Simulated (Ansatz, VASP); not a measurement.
**ZrB2 in VASP and in Ansatz**

```xyz
3
Lattice="3.1700 0.0000 0.0000 -1.5850 2.7453 0.0000 0.0000 0.0000 3.5330" Properties=species:S:1:pos:R:3 pbc="T T T"
Zr    0.0000    0.0000    0.0000
B     0.0000    1.8302    1.7665
B     1.5850    0.9151    1.7665
```

Alike in both runs: task single point; functional PBE; k mesh 10 × 10 × 8; occupations fermi-dirac, width 0.2 eV; no spin polarisation.

```csv
,VASP,Ansatz
version,VASP 6.6.1,Ansatz 0.2.0
potentials or method,"VASP PAW PBE potentials, release 64 (Zr_sv, B), cutoff 500 eV","plane waves, PAW"
valence electrons in the cell,18,18
```

|  | VASP | Ansatz | Ansatz less VASP |
| --- | --- | --- | --- |
| pressure (GPa) | 1.1 | 0.9 | -0.19 |
| traceless stress, the component that is largest in VASP (GPa) | 0.46 | 0.42 | -0.035 |

Ansatz's warnings: structure snapped to symmetry.
